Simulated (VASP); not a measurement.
The system is BP.

```
P B
1.0
     0.00000    2.22268    2.22268
     2.22268    0.00000    2.22268
     2.22268    2.22268    0.00000
P B
1 1
Direct
  0.75000 0.75000 0.75000
  0.00000 0.00000 0.00000
```

Base run:

```yaml
Program: VASP 6.6.1
Functional: r2SCAN
Potentials_or_basis: VASP PAW PBE potentials, release 64 (P, B)
Cutoff: 520 eV
k_mesh: 10 × 10 × 10
Occupations: fermi-dirac, width 0.05 eV
Spin: no spin polarisation
```

Its results: band gap on the k mesh 1.36 eV, indirect (least direct gap 3.74 eV); pressure 11.0 GPa.

Question: After a change of settings the same cell gave: band gap on the k mesh 1.36 eV, indirect (least direct gap 3.74 eV); pressure 9.0 GPa. Which change was it?
A. functional from r2SCAN to PBEsol
B. functional from r2SCAN to PBE; further incar settings from ALGO = Normal; EDIFF = 1e-06; NBANDS = 11 to ALGO = Normal; EDIFF = 1e-07; NBANDS = 11
C. dispersion from none to D4
D. functional from r2SCAN to BLYP; further incar settings from ALGO = Normal; EDIFF = 1e-06; NBANDS = 11 to ALGO = Normal; EDIFF = 1e-07; NBANDS = 11

Answer: C.

Dispersion adds attraction, which lowers the pressure at fixed volume and, as a term added to the energy, leaves the levels alone.

Caveats: the PAW data sets were made with another functional, which shifts forces and pressure a little.
